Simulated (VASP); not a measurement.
Wanted: the native input for a VASP 6.6.1 run.

```yaml
Task: single point
Functional: PBEsol
Potentials_or_basis: VASP PAW PBE potentials, release 64 (Pb_d, F)
Cutoff: 520 eV
k_mesh: 10 × 10 × 10
Occupations: gaussian, width 0.05 eV
Spin: no spin polarisation
Dipole_correction: no
Further_INCAR_settings: ALGO = Normal; EDIFF = 1e-06; NBANDS = 21
```

The structure of PbF2 lies in POSCAR:

```
PbF2
1.0
    0.0000000000      2.9928337291      2.9928337291
    2.9928337291      0.0000000000      2.9928337291
    2.9928337291      2.9928337291      0.0000000000
Pb F
1 2
Direct
    0.0000000000      0.0000000000      0.0000000000
    0.2500000000      0.2500000000      0.2500000000
    0.7500000000      0.7500000000      0.7500000000
```

The input as run:

INCAR

```
  PREC = Accurate
  ENCUT = 520
  EDIFF = 1E-6
  ISMEAR = 0
  SIGMA = 0.05
  LREAL = False
  LASPH = True
  NELM = 80
  ALGO = Normal
  ISIF = 2
  LWAVE = False
  LCHARG = False
  GGA = PS
  NBANDS = 21
```

KPOINTS

```
Automatic mesh
0
Gamma
  10 10 10
```

Potentials or basis: VASP PAW PBE potentials, release 64 (Pb_d, F).

Launch:

```sh
$ cat potpaw_PBE.64/Pb_d/POTCAR potpaw_PBE.64/F/POTCAR > POTCAR
$ mpirun -np 1 vasp_std > vasp.out
```

It gave:

The pressure is -3.2 GPa and the band gap on the k mesh is 4.31 eV (least direct gap 4.46 eV).

Caveat: the cell stands under tension; the PAW data sets were made with another functional, which shifts forces and pressure a little; spin-orbit coupling is left out, which moves the levels of the heavy elements.

It took 65 s on 1 thread of Oxide Virtual Turin-like Processor (shared host), peak memory 0.16 GiB.
